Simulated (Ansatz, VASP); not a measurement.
## CoSi in VASP and in Ansatz

INCAR

```
ALGO = Normal
EDIFF = 1E-7
ENCUT = 520
GGA = PS
ISIF = 2
ISMEAR = -1
ISPIN = 2
LASPH = True
LCHARG = False
LMAXMIX = 4
LORBIT = 11
LREAL = False
LWAVE = False
MAGMOM = 2 0
NBANDS = 18
NELM = 150
PREC = Accurate
SIGMA = 0.05
```

File KPOINTS:

```
k-points
0
Gamma
  10 10 10
```

The input POSCAR:

```
CoSi
1.0
    2.7813340000      0.0000000000      0.0000000000
    0.0000000000      2.7813340000      0.0000000000
    0.0000000000      0.0000000000      2.7813340000
Co Si
1 1
Direct
    0.0000000000      0.0000000000      0.0000000000
    0.5000000000      0.5000000000      0.5000000000
```

File input.yaml:

```yaml
crystal:
  lattice:
    - [2.781334, 0.0, 0.0]
    - [0.0, 2.781334, 0.0]
    - [0.0, 0.0, 2.781334]
  atoms:
    - { symbol: Co, position: [0.0, 0.0, 0.0], spin: 2.0 }
    - { symbol: Si, position: [0.5, 0.5, 0.5] }
kpoints:
  mp_grid: { grid: [10, 10, 10] }
  band_path:
    path:
      - [0.0, 0.0, 0.0]
      - [0.0, 0.5, 0.0]
      - [0.5, 0.5, 0.0]
      - [0.0, 0.0, 0.0]
      - [0.5, 0.5, 0.5]
      - [0.0, 0.5, 0.0]
    npoints: 12
scf:
  occupations: { method: fermi_dirac, width: 0.05 }
hamiltonian:
  xc: pbesol
  pseudopotentials: { kind: all_electron, lapw: { basis_error: 0.001 } }
magnetization:
  spin_polarized: true
output:
  forces: true
  stress: true
  eigenvalues: true
```

Alike in both runs: functional PBEsol; k mesh 10 × 10 × 10; occupations fermi-dirac, width 0.05 eV; collinear spin.

|  | VASP | Ansatz |
| --- | --- | --- |
| version | VASP 6.6.1 | Ansatz 0.2.0 |
| potentials or method | VASP PAW PBE potentials, release 64 (Co, Si), cutoff 520 eV | all-electron LAPW, scalar-relativistic |
| task | single point | band structure |

```tsv
	VASP	Ansatz	Ansatz less VASP
gap on the k mesh at the Fermi level (eV)	none	none	-
pressure (GPa)	-6.3	-6.4	-0.09
net moment per atom (μB)	0.26	0.27	+0.006
size of the moment on the site where the two differ most (μB)	0.52	0.54	+0.018
```

VASP's potentials were made for PBE, not for PBEsol. Site moments also hang on the region over which each program counts them. A gap of «none» marks a metal or a gap that the smearing closes. Ansatz ran all-electron here, and VASP with PAW potentials.
